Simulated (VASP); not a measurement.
Write the native input for VASP 6.6.1 that does the following.

```
Task                   : single point
Functional             : PBEsol
Potentials or basis    : VASP PAW PBE potentials, release 64 (Ni, O)
Cutoff                 : 520 eV
k mesh                 : 12 × 12 × 6
Occupations            : gaussian, width 0.05 eV
Spin                   : no spin polarisation
Dipole correction      : no
Further INCAR settings : ALGO = Normal; EDIFF = 1e-06; NBANDS = 18
```

The structure of NiO2 lies in POSCAR:

```
NiO2
1.0
    2.8624235356      0.0000000000      0.0000000000
   -1.4312117678      2.4789314982      0.0000000000
    0.0000000000      0.0000000000      4.7038205961
Ni O
1 2
Direct
    0.0000000000      0.0000000000      0.5000000000
    0.6666666667      0.3333333333      0.6625222406
    0.3333333333      0.6666666667      0.3374777594
```

This cell differs from its parent crystal: c/a of the conventional cell at fixed volume 1.6433.

One way to write it, as run:

INCAR

```
SYSTEM = NiO2
ALGO     = Normal         ! electronic algorithm
EDIFF    = 1E-6           ! SCF threshold, eV
ENCUT    = 520            ! plane-wave cutoff, eV
GGA      = PS             ! functional
ISIF     = 2              ! what is computed and relaxed
ISMEAR   = 0              ! smearing method
LASPH    = .True.         ! aspherical terms in the spheres
LCHARG   = .False.        ! write CHGCAR
LREAL    = .False.        ! projectors in reciprocal space
LWAVE    = .False.        ! write WAVECAR
NBANDS   = 18             ! bands
NELM     = 60             ! most SCF steps
PREC     = Accurate       ! precision mode
SIGMA    = 0.05           ! smearing width, eV
```

KPOINTS

```
k-points
0
Gamma
  12 12 6
  0 0 0
```

Potentials or basis: VASP PAW PBE potentials, release 64 (Ni, O).

Run with:

```console
$ cat potpaw_PBE.64/Ni/POTCAR potpaw_PBE.64/O/POTCAR > POTCAR
$ mpirun -np 1 vasp_std > vasp.out
```

It gave:

```
Pressure               : 12.8 GPa
Largest force          : 2.593 eV/Å
Band gap on the k mesh : 0.75 eV, indirect (least direct gap 1.18 eV)
```

Caveat: the PAW data sets were made with another functional, which shifts forces and pressure a little.

Run time: 38 s on 1 thread of Intel(R) Xeon(R) Platinum 8488C (Sapphire Rapids), on a shared host, peak memory 0.19 GiB.
